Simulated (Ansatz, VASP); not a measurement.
# Al2Au: VASP beside Ansatz

INCAR

```
SYSTEM = Al2Au
  ALGO = Normal
  EDIFF = 1E-6
  ENCUT = 520
  ISIF = 2
  ISMEAR = -1
  LASPH = .True.
  LCHARG = .False.
  LREAL = .False.
  LWAVE = .False.
  NBANDS = 16
  NELM = 100
  PREC = Accurate
  SIGMA = 0.05
```

File KPOINTS:

```
k-points
0
Gamma
  11 11 11
  0 0 0
```

File POSCAR:

```
Al2Au
1.0
    0.0000000000      2.9594544892      2.9594544892
    2.9594544892      0.0000000000      2.9594544892
    2.9594544892      2.9594544892      0.0000000000
Al Au
2 1
Direct
    0.2500000000      0.2500000000      0.2500000000
    0.7500000000      0.7500000000      0.7500000000
    0.0000000000      0.0000000000      0.0000000000
```

Input for Ansatz:

```yaml
crystal:
  lattice:
    - [0.0, 2.9594544892, 2.9594544892]
    - [2.9594544892, 0.0, 2.9594544892]
    - [2.9594544892, 2.9594544892, 0.0]
  atoms:
    - { symbol: Al, position: [0.25, 0.25, 0.25] }
    - { symbol: Al, position: [0.75, 0.75, 0.75] }
    - { symbol: Au, position: [0.0, 0.0, 0.0] }
kpoints:
  mp_grid: { grid: [11, 11, 11] }
  band_path:
    path:
      - [0.0, 0.0, 0.0]
      - [0.5, 0.0, 0.5]
      - [0.625, 0.25, 0.625]
      - [0.375, 0.375, 0.75]
      - [0.0, 0.0, 0.0]
      - [0.5, 0.5, 0.5]
      - [0.5, 0.25, 0.75]
      - [0.5, 0.0, 0.5]
    npoints: 5
scf:
  occupations: { method: fermi_dirac, width: 0.05 }
hamiltonian:
  xc: lda
  pseudopotentials: { kind: all_electron, lapw: { basis_error: 0.0005 } }
output:
  forces: true
  stress: true
  eigenvalues: true
```

Change from the starting cell: volume scaled by 0.96.

Alike in both runs: task single point; functional LDA; k mesh 11 × 11 × 11; occupations fermi-dirac, width 0.05 eV; no spin polarisation.

|  | VASP | Ansatz |
| --- | --- | --- |
| version | VASP 6.6.1 | Ansatz 0.2.0 |
| potentials or method | VASP PAW LDA potentials, release 64 (Al, Au), cutoff 520 eV | all-electron LAPW, scalar-relativistic |

Ansatz gave:

| Item | Value |
| --- | --- |
| pressure (GPa) | 2.4 |

Question: What did VASP give for the same quantities?

Answer: Pressure (GPa): 2.6.

LDA's correlation is that of Perdew and Zunger in VASP and of Perdew and Wang (1992) in Ansatz. Ansatz ran all-electron here, and VASP with PAW potentials.

Spin-orbit coupling is off throughout.
